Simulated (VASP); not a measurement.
Cd: electric field gradients with PBE

Cd:

```xyz
2
Lattice="3.0181 0.0000 0.0000 -1.5090 2.6137 0.0000 0.0000 0.0000 5.6916" Properties=species:S:1:pos:R:3 pbc="T T T"
Cd    0.0000    1.7425    1.4229
Cd    1.5090    0.8712    4.2687
```

This cell differs from its parent crystal: volume scaled by 1.04.

```yaml
Program: VASP 6.6.1
Task: electric field gradients
Functional: PBE
Potentials_or_basis: VASP PAW PBE potentials, release 64 (Cd)
Cutoff: 520 eV
k_mesh: 14 × 14 × 7
Occupations: fermi-dirac, width 0.05 eV
Spin: no spin polarisation
Dipole_correction: no
Further_INCAR_settings: ALGO = Normal; EDIFF = 1e-08; NBANDS = 19
```

```yaml
Pressure: 1.1 GPa
Band_gap_on_the_k_mesh: zero (band 12 reaches 3.99 eV, above the bottom of band 13 at -0.16 eV)
```

Stress tensor (GPa, compression positive):
```
1.34 0.00 0.00
0.00 1.34 0.00
0.00 0.00 0.70
```

Levels at points of the mesh, in eV from the Fermi level:
```
           k point  band 10  band 11  band 12  band 13  band 14  band 15
(0.00, 0.00, 0.00)    -8.49    -8.49    -3.09    -2.90    10.29    14.25
(0.50, 0.00, 0.00)    -8.22    -2.27    -1.87     1.88     2.93     2.96
```

Electric field gradients, principal values (V/Å²):
```
atom    least   middle  greatest (by size)
1 Cd  -37.911  -37.911              75.822
2 Cd  -37.911  -37.911              75.822
```

Run time: 22 s on 1 thread of Intel(R) Xeon(R) 6975P-C (Granite Rapids) (shared host), peak memory 0.2 GiB.

Caveat: without QUAD_EFG the Cq values of the log hold for a quadrupole moment of 1 mb, not for the nuclei.
